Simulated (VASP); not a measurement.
Input of a VASP 6.6.1 run:

File INCAR:

```
SYSTEM = Li
PREC = Accurate
ENCUT = 520
EDIFF = 1E-6
ISMEAR = 0
SIGMA = 0.05
LREAL = .FALSE.
LASPH = .TRUE.
NELM = 80
ALGO = Fast
ISIF = 2
LWAVE = .FALSE.
LCHARG = .TRUE.
GGA = PE
LELF = .TRUE.
LVHAR = .TRUE.
NBANDS = 8
```

The input KPOINTS:

```
regular mesh
0
G
  18 18 18
  0 0 0
```

POSCAR

```
Li
1.0
    0.0000000000      2.0395270338      2.0395270338
    2.0395270338      0.0000000000      2.0395270338
    2.0395270338      2.0395270338      0.0000000000
Li
1
Direct
    0.0000000000      0.0000000000      0.0000000000
```

Potentials or basis: VASP PAW PBE potentials, release 64 (Li_sv).

Command:

```sh
$ cat potpaw_PBE.64/Li_sv/POTCAR > POTCAR
$ mpirun -np 1 vasp_std > vasp.out
```

(1) Estimate the band gap on the k mesh.

Answers

(1) zero (an odd number of electrons rules out a gap without spin polarisation).
